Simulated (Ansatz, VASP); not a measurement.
# Two plane-wave programs on TiO2

Contents of INCAR:

```
SYSTEM = TiO2
  PREC = Accurate
  ENCUT = 600
  EDIFF = 1E-6
  ISMEAR = -1
  SIGMA = 0.05
  LREAL = .FALSE.
  LASPH = .TRUE.
  NELM = 100
  ALGO = Normal
  ISIF = 3
  LWAVE = .FALSE.
  LCHARG = .FALSE.
  GGA = PE
  IBRION = 2
  NSW = 60
  EDIFFG = -0.01
```

File KPOINTS:

```
regular mesh
0
G
  6 5 6
  0 0 0
```

File POSCAR:

```
TiO2
1.0
    4.5453495500      0.0000000000      0.0000000000
    0.0000000000      5.5196194400      0.0000000000
    0.0000000000      0.0000000000      4.9091968600
Ti O
4 8
Direct
    0.0000000000      0.1729909300      0.7500000000
    0.5000000000      0.3270090700      0.2500000000
    0.0000000000      0.8270090700      0.2500000000
    0.5000000000      0.6729909300      0.7500000000
    0.2714506200      0.3817246400      0.9186490800
    0.7714506200      0.1182753600      0.0813509200
    0.2285493800      0.1182753600      0.4186490800
    0.7285493800      0.3817246400      0.5813509200
    0.2714506200      0.6182753600      0.4186490800
    0.7714506200      0.8817246400      0.5813509200
    0.2285493800      0.8817246400      0.9186490800
    0.7285493800      0.6182753600      0.0813509200
```

input.yaml

```yaml
crystal:
  lattice:
    - [4.54534955, 0.0, 0.0]
    - [0.0, 5.51961944, 0.0]
    - [0.0, 0.0, 4.90919686]
  atoms:
    - { symbol: Ti, position: [0.0, 0.17299093, 0.75] }
    - { symbol: Ti, position: [0.5, 0.32700907, 0.25] }
    - { symbol: Ti, position: [0.0, 0.82700907, 0.25] }
    - { symbol: Ti, position: [0.5, 0.67299093, 0.75] }
    - { symbol: O, position: [0.27145062, 0.38172464, 0.91864908] }
    - { symbol: O, position: [0.77145062, 0.11827536, 0.08135092] }
    - { symbol: O, position: [0.22854938, 0.11827536, 0.41864908] }
    - { symbol: O, position: [0.72854938, 0.38172464, 0.58135092] }
    - { symbol: O, position: [0.27145062, 0.61827536, 0.41864908] }
    - { symbol: O, position: [0.77145062, 0.88172464, 0.58135092] }
    - { symbol: O, position: [0.22854938, 0.88172464, 0.91864908] }
    - { symbol: O, position: [0.72854938, 0.61827536, 0.08135092] }
hamiltonian:
  xc: pbe
  pseudopotentials: { kind: paw }
kpoints:
  mp_grid: { grid: [6, 5, 6] }
scf:
  occupations: { method: fermi_dirac, width: 0.05 }
output:
  forces: true
  stress: true
  eigenvalues: true
relax:
  f_tol: 0.01
  max_steps: 40
  cell: { stress_tol: 0.05 }
```

Alike in both runs: task relaxation of cell and atoms; functional PBE; k mesh 6 × 5 × 6; occupations fermi-dirac, width 0.05 eV; no spin polarisation.

|  | VASP | Ansatz |
| --- | --- | --- |
| version | VASP 6.6.1 | Ansatz 0.2.0 |
| potentials or method | VASP PAW PBE potentials, release 64 (Ti_sv, O) | Ansatz PAW |
| plane-wave cutoff (eV) | 600 | 420 |
| valence electrons in the cell | 96 | 96 |

Ansatz gave:

- gap on the k mesh at the Fermi level, each at its own relaxed structure (eV): 2.62
- relaxed volume (Å³/atom): 10.47
- relaxed length of the cell vector where the two differ most in proportion (Å): 4.923

Task: Estimate VASP's values.

Result: gap on the k mesh at the Fermi level, each at its own relaxed structure (eV): 2.58; relaxed volume (Å³/atom): 10.49; relaxed length of the cell vector where the two differ most in proportion (Å): 4.930.

Noted on Ansatz's run: odd divisions of the mesh miss points on the zone boundary, where band edges often lie, so the gap on the mesh can be too wide; the plane-wave basis is chosen anew once the cell has moved, so the energies of steps on either side of that aren't comparable.
